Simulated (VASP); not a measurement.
Runs of VASP 6.6.1 on Si2W. The structure is that of space group P6_222 (No. 180), or close to it. The cells are those of the table. 

```csv
task,level,potentials or basis,U,cell,k mesh,cutoff (eV),gap on the mesh (eV),pressure (GPa),largest force (eV/Å)
single point,LDA+U,"VASP PAW LDA potentials, release 64 (W_sv, Si)",W d U = 4.0 eV,"a = 4.617, b = 4.617, c = 6.653 Å, angles 90.0, 90.0, 120.0°, 9 atoms",5 × 5 × 3,520,0.47,(a),0.01
single point,PBE,"VASP PAW PBE potentials, release 64 (W_sv, Si)",-,"a = 4.709, b = 4.709, c = 6.653 Å, angles 90.0, 90.0, 120.0°, 9 atoms",5 × 5 × 3,520,0.30,-8.1,-
single point,LDA+U,"VASP PAW LDA potentials, release 64 (W_sv, Si)",W d U = 5.0 eV,"a = 4.617, b = 4.617, c = 6.653 Å, angles 90.0, 90.0, 120.0°, 9 atoms",5 × 5 × 3,520,0.50,-4.2,0.03
relaxation of the atoms,PBE,"VASP PAW PBE potentials, release 64 (W_sv, Si)",-,"atoms relaxed from a = 4.663, b = 4.663, c = 6.653 Å, angles 90.0, 90.0, 120.0°, 9 atoms",5 × 5 × 3,520,0.34,-4.5,0.01
single point,PBE,"VASP PAW PBE potentials, release 64 (W_sv, Si)",-,"a = 4.614, b = 4.614, c = 6.645 Å, angles 90.0, 90.0, 120.0°, 9 atoms",7 × 7 × 4,520,0.22,0.1,-
relaxation of cell and atoms,LDA,"VASP PAW LDA potentials, release 64 (W_sv, Si)",-,"relaxed from a = 4.617, b = 4.617, c = 6.653 Å, angles 90.0, 90.0, 120.0°, 9 atoms",7 × 7 × 4,600,0.21,0.0,-
single point,LDA+U,"VASP PAW LDA potentials, release 64 (W_sv, Si)",W d U = 2.0 eV,"a = 4.617, b = 4.617, c = 6.653 Å, angles 90.0, 90.0, 120.0°, 9 atoms",5 × 5 × 3,520,0.43,(b),0.03
single point,LDA,"VASP PAW LDA potentials, release 64 (W_sv, Si)",-,"a = 4.617, b = 4.617, c = 6.653 Å, angles 90.0, 90.0, 120.0°, 9 atoms",7 × 7 × 4,520,0.20,-8.6,0.05
```

Alike in all rows: no spin polarisation; smearing fermi-dirac 0.05 eV.

Task: Estimate the missing entries.

Result: (a) -5.2; (b) -7.0.

Caveats: spin-orbit coupling is left out, which moves the levels of the heavy elements; the U is typed as a test and isn't derived for this compound (some runs); the relaxation stopped at its first step, so nothing moved (some runs).

A k mesh can miss the band edges, and the runs leave out spin-orbit coupling on W.
